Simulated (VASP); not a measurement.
Wanted: the native input for a VASP 6.6.1 run.

| Item | Value |
| --- | --- |
| Task | single point |
| Functional | LDA |
| Potentials or basis | VASP PAW LDA potentials, release 64 (K_sv, P, Ru_pv) |
| Cutoff | 520 eV |
| k mesh | 9 × 9 × 9 |
| Occupations | methfessel-paxton, width 0.1 eV |
| Spin | no spin polarisation |
| Dipole correction | no |
| Further INCAR settings | ALGO = Normal; EDIFF = 1e-06; NBANDS = 32 |

The structure of KP2Ru2 lies in POSCAR:

```
KP2Ru2
1.0
   -1.9774414801      1.9774414801      6.1408789657
    1.9774414801     -1.9774414801      6.1408789657
    1.9774414801      1.9774414801     -6.1408789657
K P Ru
1 2 2
Direct
    0.0000000000      0.0000000000      0.0000000000
    0.3387220000      0.3387220000      0.0000000000
    0.6612780000      0.6612780000      0.0000000000
    0.7500000000      0.2500000000      0.5000000000
    0.2500000000      0.7500000000      0.5000000000
```

The input as run:

INCAR

```
PREC     = Accurate       # precision mode
ENCUT    = 520            # plane-wave cutoff, eV
EDIFF    = 1E-6           # SCF threshold, eV
ISMEAR   = 1              # smearing method
SIGMA    = 0.1            # smearing width, eV
LREAL    = False          # projectors in reciprocal space
LASPH    = True           # aspherical terms in the spheres
NELM     = 100            # most SCF steps
ALGO     = Normal         # electronic algorithm
ISIF     = 2              # what is computed and relaxed
LWAVE    = False          # write WAVECAR
LCHARG   = False          # write CHGCAR
GGA      = CA             # functional
NBANDS   = 32             # bands
```

KPOINTS

```
Automatic mesh
0
Gamma
  9 9 9
```

Potentials or basis: VASP PAW LDA potentials, release 64 (K_sv, P, Ru_pv).

Launch:

```sh
$ cat potpaw_LDA.64/K_sv/POTCAR potpaw_LDA.64/P/POTCAR potpaw_LDA.64/Ru_pv/POTCAR > POTCAR
$ mpirun -np 1 vasp_std > vasp.out
```

Results of the run:

- Pressure: 2.5 GPa
- Largest force: 0.646 eV/Å
- Band gap on the k mesh: zero (an odd number of electrons rules out a gap without spin polarisation)

Run time: 7.1 min on 1 thread of AMD EPYC 9R45 96-Core Processor (Zen 5), with other jobs on the host, peak memory 0.37 GiB.
